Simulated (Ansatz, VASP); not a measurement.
## Two plane-wave programs on Y3Sn

INCAR

```
  PREC = Accurate
  ENCUT = 500
  EDIFF = 1E-6
  ISMEAR = 0
  SIGMA = 0.5
  LREAL = F
  LASPH = T
  NELM = 120
  ALGO = Normal
  ISIF = 2
  LWAVE = F
  LCHARG = F
  GGA = CA
  NBANDS = 32
  GGA_COMPAT = F
```

Contents of KPOINTS:

```
Automatic mesh
0
Gamma
  5 5 5
```

The input POSCAR:

```
Y3Sn
1.0
    0.0000000000      3.8460590000      3.8460590000
    3.8460590000      0.0000000000      3.8460590000
    3.8460590000      3.8460590000      0.0000000000
Y Sn
3 1
Direct
    0.0000000000      0.0000000000      0.0000000000
    0.2500000000      0.2500000000      0.2500000000
    0.7500000000      0.7500000000      0.7500000000
    0.5000000000      0.5000000000      0.5000000000
```

Input for Ansatz:

```yaml
crystal:
  lattice:
    bravais: fcc
    a: 7.692118
  space_group: 225
  atoms:
    - { symbol: "Y", position: [0.0, 0.0, 0.0] }
    - { symbol: "Y", position: [0.25, 0.75, 0.75] }
    - { symbol: Sn, position: [0.5, 0.0, 0.0] }
  reduce_to_primitive: true
basis:
  ecutwfc: 470.0
kpoints:
  mp_grid:
    grid: [5, 5, 5]
hamiltonian:
  xc: lda
scf:
  occupations:
    method: gaussian
    width: 0.5
output:
  stress: true
```

Alike in both runs: task single point; functional LDA; k mesh 5 × 5 × 5; occupations gaussian, width 0.5 eV; no spin polarisation.

|  | VASP | Ansatz |
| --- | --- | --- |
| version | VASP 6.6.1 | Ansatz 0.2.0 |
| potentials or method | VASP PAW LDA potentials, release 64 (Y_sv, Sn_d), cutoff 500 eV | plane waves, PAW |
| valence electrons in the cell | 47 | 47 |

|  | VASP | Ansatz | Ansatz less VASP |
| --- | --- | --- | --- |
| pressure (GPa) | -4.2 | -4.2 | +0.04 |

LDA's correlation is that of Perdew and Zunger in VASP and of Perdew and Wang (1992) in Ansatz.
